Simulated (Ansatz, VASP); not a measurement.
# Two plane-wave programs on As2P3

```
P As
1.0
     4.16194    0.00000    0.00000
    -2.08097    3.60435    0.00000
     0.00000    0.00000    6.97308
P As
3 2
Direct
  0.00000 0.00000 0.00000
  0.33333 0.66667 0.49105
  0.66667 0.33333 0.50895
  0.33333 0.66667 0.15271
  0.66667 0.33333 0.84729
```

Alike in both runs: functional PBE; k mesh 6 × 6 × 4; occupations gaussian, width 0.1 eV; no spin polarisation.

Ansatz relaxed the structure, and its values are those at the end. VASP's run is a single point on that final structure, the one shown.

|  | VASP | Ansatz |
| --- | --- | --- |
| version | VASP 6.6.1 | Ansatz 0.2.0 |
| potentials or method | VASP PAW PBE potentials, release 64 (P, As), cutoff 520 eV | scalar-relativistic, plane waves, PAW |
| valence electrons in the cell | 25 | 45 |

|  | VASP | Ansatz | Ansatz less VASP |
| --- | --- | --- | --- |
| gap on the k mesh at the Fermi level (eV) | none | none | - |
| pressure (GPa) | 0.0 | 0.0 | -0.04 |
| rms of the force components (eV/Å) | 0.008 | 0.001 | -0.0067 |

A gap of «none» marks a metal or a gap that the smearing closes. VASP's potentials hold 25 valence electrons a cell and Ansatz's 45, so a difference there can come from the potentials and not from the codes.
